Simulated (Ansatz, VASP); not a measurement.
## Si in VASP and in Ansatz

INCAR

```
PREC     = Accurate       # precision mode
ENCUT    = 520            # plane-wave cutoff, eV
EDIFF    = 1E-7           # SCF threshold, eV
ISMEAR   = -1             # smearing method
SIGMA    = 0.08           # smearing width, eV
LREAL    = False          # projectors in reciprocal space
LASPH    = True           # aspherical terms in the spheres
NELM     = 60             # most SCF steps
ALGO     = Normal         # electronic algorithm
ISIF     = 2              # what is computed and relaxed
LWAVE    = False          # write WAVECAR
LCHARG   = False          # write CHGCAR
GGA      = PE             # functional
NBANDS   = 11             # bands
```

The input KPOINTS:

```
Automatic mesh
0
Gamma
  12 12 12
```

File POSCAR:

```
Si
1.0
    0.0000000000      2.6926498455      2.6926498455
    2.6926498455      0.0000000000      2.6926498455
    2.6926498455      2.6926498455      0.0000000000
Si
2
Direct
    0.5000000000      0.5000000000      0.5000000000
    0.7500000000      0.7500000000      0.7500000000
```

Input for Ansatz:

```yaml
crystal:
  lattice:
    - [0.0, 2.6926498455, 2.6926498455]
    - [2.6926498455, 0.0, 2.6926498455]
    - [2.6926498455, 2.6926498455, 0.0]
  atoms:
    - { symbol: Si, position: [0.5, 0.5, 0.5] }
    - { symbol: Si, position: [0.75, 0.75, 0.75] }
kpoints:
  mp_grid: { grid: [12, 12, 12] }
scf:
  occupations: { method: fermi_dirac, width: 0.08 }
hamiltonian:
  xc: pbe
  pseudopotentials: { kind: all_electron, lapw: { basis_error: 0.00025 } }
output:
  forces: true
  stress: true
  eigenvalues: true
```

Change from the starting cell: volume scaled by 0.975.

Alike in both runs: task single point; functional PBE; k mesh 12 × 12 × 12; occupations fermi-dirac, width 0.08 eV; no spin polarisation.

|  | VASP | Ansatz |
| --- | --- | --- |
| version | VASP 6.6.1 | Ansatz 0.2.0 |
| potentials or method | VASP PAW PBE potentials, release 64 (Si), cutoff 520 eV | all-electron LAPW, scalar-relativistic |

|  | VASP | Ansatz | Ansatz less VASP |
| --- | --- | --- | --- |
| pressure (GPa) | 4.5 | 4.6 | +0.04 |

Ansatz ran all-electron here, and VASP with PAW potentials.
